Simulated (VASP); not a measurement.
An input for VASP 6.6.1 (Sc2GaN3):

INCAR

```
SYSTEM = Sc2GaN3
  PREC = Accurate
  ENCUT = 600
  EDIFF = 1E-6
  ISMEAR = 0
  SIGMA = 0.15
  LREAL = .FALSE.
  LASPH = .TRUE.
  NELM = 120
  ALGO = Normal
  ISIF = 2
  LWAVE = .FALSE.
  LCHARG = .TRUE.
  GGA = PE
  LELF = .TRUE.
  LVHAR = .TRUE.
  NBANDS = 34
  GGA_COMPAT = .FALSE.
```

Contents of KPOINTS:

```
Automatic mesh
0
G
  3 3 3
  0 0 0
```

The input POSCAR:

```
Sc2GaN3
1.0
    0.0000000000      4.7181389729      2.9407177836
    2.9407563477      0.0000000000      2.9407177836
    2.9407563477      4.7181389729      0.0000000000
Sc Ga N
2 1 3
Direct
    0.2500000000      0.2500000000      0.2500000000
    0.7500000000      0.7500000000      0.7500000000
    0.5000000000      0.5000000000      0.5000000000
    0.3052393767      0.6947606233      0.3052393767
    0.6947606233      0.3052393767      0.6947606233
    0.0000000000      0.0000000000      0.0000000000
```

Potentials or basis: VASP PAW PBE potentials, release 64 (Sc_sv, Ga_d, N).

Run with:

```sh
$ cat potpaw_PBE.64/Sc_sv/POTCAR potpaw_PBE.64/Ga_d/POTCAR potpaw_PBE.64/N/POTCAR > POTCAR
$ mpirun -np 1 vasp_std > vasp.out
```

Task: What does the program do with it?

Result: The run stopped without a result. It printed:

OUTCAR:

```text
SYSTEM = Sc2GaN3
   PREC = Accurate
   ENCUT = 600
   EDIFF = 1E-6
   ISMEAR = 0
   LREAL = .FALSE.
   LASPH = .TRUE.
   NELM = 120
   ISIF = 2
   GGA = PE
[... 112 lines left out ...]
|     E        R     R  R     R  O     O  R     R     ###     ###     ###     |
|     EEEEE    RRRRRR   RRRRRR   O     O  RRRRRR       #       #       #      |
|     E        R   R    R   R    O     O  R   R                               |
|     E        R    R   R    R   O     O  R    R      ###     ###     ###     |
|     EEEEEEE  R     R  R     R  OOOOOOO  R     R     ###     ###     ###     |
|                                                                             |
|     IBZKPT: not all point group operations associated with the symmetry     |
|     operators of the crystalline lattice are members of the point group     |
|     of the reciprocal lattice.                                              |
|                                                                             |
|       ---->  I REFUSE TO CONTINUE WITH THIS SICK JOB ... BYE!!! <----       |
|                                                                             |
 -----------------------------------------------------------------------------
```

On the terminal:

```text
POSCAR found type information on POSCAR ScGaN
 POSCAR found :  3 types and       6 ions
[... 43 lines left out ...]

1
```
